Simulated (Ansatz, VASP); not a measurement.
# Bi: VASP beside Ansatz

```
Bi
1.0
     2.25984    1.30472    3.92648
    -2.25984    1.30472    3.92648
     0.00000   -2.60944    3.92648
Bi
2
Direct
  0.23487 0.23487 0.23487
  0.76513 0.76513 0.76513
```

Alike in both runs: functional PBEsol; k mesh 6 × 6 × 6; occupations gaussian, width 0.1 eV; no spin polarisation.

Ansatz relaxed the structure, and its values are those at the end. VASP's run is a single point on that final structure, the one shown.

|  | VASP | Ansatz |
| --- | --- | --- |
| version | VASP 6.6.1 | Ansatz 0.2.0 |
| potentials or method | VASP PAW PBE potentials, release 64 (Bi_d), cutoff 520 eV | scalar-relativistic, plane waves, PAW |
| valence electrons in the cell | 30 | 30 |

```tsv
	VASP	Ansatz	Ansatz less VASP
gap on the k mesh at the Fermi level (eV)	none	none	-
pressure (GPa)	-0.1	0.0	+0.06
```

VASP's potentials were made for PBE, not for PBEsol. A gap of «none» marks a metal or a gap that the smearing closes. With one functional, cell and mesh, what is left measures potentials, basis and numerics.

Spin-orbit coupling is off throughout.
